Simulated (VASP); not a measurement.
Write the native input for VASP 6.6.1 that does the following.

| Quantity | Value |
| --- | --- |
| Task | relaxation of cell and atoms |
| Functional | RPBE |
| Potentials or basis | VASP PAW PBE potentials, release 64 (Ce) |
| Cutoff | 600 eV |
| k mesh | 11 × 11 × 11 |
| Occupations | fermi-dirac, width 0.1 eV |
| Spin | no spin polarisation |
| Dipole correction | no |
| Further INCAR settings | ALGO = Normal; EDIFF = 1e-06; IBRION = 2; EDIFFG = -0.01; NSW = 80; ISIF = 3 |

The structure of Ce lies in POSCAR:

```
Ce
1.0
    0.0000000000      2.5806000000      2.5806000000
    2.5806000000      0.0000000000      2.5806000000
    2.5806000000      2.5806000000      0.0000000000
Ce
1
Direct
    0.0000000000      0.0000000000      0.0000000000
```

One way to write it, as run:

INCAR

```
SYSTEM = Ce
PREC     = Accurate       ! precision mode
ENCUT    = 600            ! plane-wave cutoff, eV
EDIFF    = 1E-6           ! SCF threshold, eV
ISMEAR   = -1             ! smearing method
SIGMA    = 0.1            ! smearing width, eV
LREAL    = .False.        ! projectors in reciprocal space
LASPH    = .True.         ! aspherical terms in the spheres
NELM     = 60             ! most SCF steps
ALGO     = Normal         ! electronic algorithm
ISIF     = 3              ! what is computed and relaxed
LWAVE    = .False.        ! write WAVECAR
LCHARG   = .False.        ! write CHGCAR
GGA      = RP             ! functional
IBRION   = 2              ! ionic algorithm
NSW      = 80             ! ionic steps
EDIFFG   = -0.01          ! ionic threshold
```

KPOINTS

```
regular mesh
0
Gamma
  11 11 11
  0 0 0
```

Potentials or basis: VASP PAW PBE potentials, release 64 (Ce).

Launch:

```console
$ cat potpaw_PBE.64/Ce/POTCAR > POTCAR
$ mpirun -np 1 vasp_std > vasp.out
```

Results of the run:

The relaxed volume is 28.41 Å³/atom. The relaxed cell is a = 3.425 Å, b = 3.425 Å, c = 3.425 Å, α = 60.00°, β = 60.00°, γ = 60.00°. The space group after relaxing (to 0.1 Å) is Fm-3m (No. 225) and the energy gained by relaxing is 85.3 meV/atom. The ionic steps are 10, the pressure after relaxing is -0.1 GPa and the band gap on the k mesh is zero (bands 6 and 7 overlap by 0.41 eV).

Caveat: the volume moved by over 15 % at a fixed basis, so the end points are rough; the PAW data sets were made with another functional, which shifts forces and pressure a little; spin-orbit coupling is left out, which moves the levels of the heavy elements; semilocal functionals describe open f shells poorly, which spoils levels, moments and volumes.

Wall time 74 s on 1 thread of AMD EPYC 9R45 (Zen 5) (shared host), peak memory 0.18 GiB.
